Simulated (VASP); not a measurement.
Input of a VASP 6.6.1 run:

File INCAR:

```
ALGO = Normal
EDIFF = 1E-6
ENCUT = 520
ISIF = 2
ISMEAR = 0
LASPH = T
LCHARG = F
LREAL = F
LWAVE = F
NBANDS = 30
NELM = 60
PREC = Accurate
SIGMA = 0.05
```

The input KPOINTS:

```
k-points
0
Gamma
  6 6 6
```

File POSCAR:

```
CsPbBr3
1.0
    5.8700000000      0.0000000000      0.0000000000
    0.0000000000      5.5178000000      0.0000000000
    0.0000000000      0.0000000000      5.8700000000
Cs Pb Br
1 1 3
Direct
    0.0000000000      0.0000000000      0.0000000000
    0.5000000000      0.5000000000      0.5000000000
    0.0000000000      0.5000000000      0.5000000000
    0.5000000000      0.0000000000      0.5000000000
    0.5000000000      0.5000000000      0.0000000000
```

Potentials or basis: VASP PAW LDA potentials, release 64 (Cs_sv, Pb_d, Br).

The run is started by

```sh
$ cat potpaw_LDA.64/Cs_sv/POTCAR potpaw_LDA.64/Pb_d/POTCAR potpaw_LDA.64/Br/POTCAR > POTCAR
$ mpirun -np 1 vasp_std > vasp.out
```

**Question.** Estimate the band gap on the k mesh.

**Answer.** 0.85 eV, direct.

**Question.** Estimate the pressure.

**Answer.** 0.6 GPa.

Stress tensor (GPa, compression positive):
```
-0.75  0.00  0.00
 0.00  3.23  0.00
 0.00  0.00 -0.75
```

Caveat: the cell differs from its parent crystal (strain -0.0600 x Voigt [0, 1, 0, 0, 0, 0]); spin-orbit coupling is left out, which moves the levels of the heavy elements. A k mesh can miss the band edges.
